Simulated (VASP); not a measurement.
Wanted: the native input for a VASP 6.6.1 run.

- Task: single point
- Functional: PBE
- Potentials or basis: VASP PAW PBE potentials, release 64 (Mg, O)
- Cutoff: 520 eV
- k mesh: 8 × 8 × 8
- Occupations: gaussian, width 0.01 eV
- Spin: no spin polarisation
- Dipole correction: no
- Further INCAR settings: ALGO = Normal; EDIFF = 1e-06; NBANDS = 11

The structure of MgO lies in POSCAR:

```
MgO
1.0
    0.0000000000      2.3512692192      2.3512692192
    2.3512692192      0.0000000000      2.3512692192
    2.3512692192      2.3512692192      0.0000000000
Mg O
1 1
Direct
    0.0000000000      0.0000000000      0.0000000000
    0.2500000000      0.2500000000      0.2500000000
```

This cell differs from its parent crystal: volume changed by +6%.

The input as run:

INCAR

```
SYSTEM = MgO
PREC     = Accurate       ! precision mode
ENCUT    = 520            ! plane-wave cutoff, eV
EDIFF    = 1E-6           ! SCF threshold, eV
ISMEAR   = 0              ! smearing method
SIGMA    = 0.01           ! smearing width, eV
LREAL    = .False.        ! projectors in reciprocal space
LASPH    = .True.         ! aspherical terms in the spheres
NELM     = 80             ! most SCF steps
ALGO     = Normal         ! electronic algorithm
ISIF     = 2              ! what is computed and relaxed
LWAVE    = .False.        ! write WAVECAR
LCHARG   = .False.        ! write CHGCAR
GGA      = PE             ! functional
NBANDS   = 11             ! bands
```

KPOINTS

```
Automatic mesh
0
Gamma
  8 8 8
  0 0 0
```

Potentials or basis: VASP PAW PBE potentials, release 64 (Mg, O).

Command:

```console
$ cat potpaw_PBE.64/Mg/POTCAR potpaw_PBE.64/O/POTCAR > POTCAR
$ mpirun -np 1 vasp_std > vasp.out
```

Results of the run:

- Pressure: -6.3 GPa
- Band gap on the k mesh: 3.15 eV, direct

Wall time 6.4 s on 1 thread of Intel(R) Xeon(R) 6975P-C (Granite Rapids), on a shared host, peak memory 0.15 GiB.
